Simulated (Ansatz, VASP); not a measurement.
IrRh5 in VASP and in Ansatz

```xyz
6
Lattice="2.7283 0.0000 0.0000 -1.3641 2.3628 0.0000 0.0000 0.0000 13.1908" Properties=species:S:1:pos:R:3 pbc="T T T"
Ir    1.3641    0.7876    6.5954
Rh    0.0000    1.5752    8.7932
Rh    0.0000    1.5752    0.0000
Rh    0.0000    1.5752    4.3976
Rh    1.3641    0.7876   11.0016
Rh    1.3641    0.7876    2.1892
```

Alike in both runs: task single point; functional PBE; k mesh 6 × 6 × 2; occupations gaussian, width 0.1 eV; collinear spin.

|  | VASP | Ansatz |
| --- | --- | --- |
| version | VASP 6.6.1 | Ansatz 0.2.0 |
| potentials or method | VASP PAW PBE potentials, release 64 (Ir, Rh_pv), cutoff 520 eV | scalar-relativistic, plane waves, PAW |
| valence electrons in the cell | 84 | 102 |

VASP gave:

```
gap on the k mesh at the Fermi level (eV)                     : none
pressure (GPa)                                                : 0.4
traceless stress, the component that is largest in VASP (GPa) : -4.02
rms of the force components (eV/Å)                            : 0.011
net moment per atom (μB)                                      : 0.00
```

Q: What did Ansatz give for the same quantities?

A: gap on the k mesh at the Fermi level (eV): none; pressure (GPa): 0.4; traceless stress, the component that is largest in VASP (GPa): -4.05; rms of the force components (eV/Å): 0.018; net moment per atom (μB): 0.00.

Atom by atom the forces differ by 0.007 eV/Å (rms over components). A gap of «none» marks a metal or a gap that the smearing closes. VASP's potentials hold 84 valence electrons a cell and Ansatz's 102, so a difference there can come from the potentials and not from the codes. Ansatz's warnings: seeded moment not kept.

The k mesh is coarse, so the values compare programs but aren't converged. Spin-orbit coupling is off throughout.
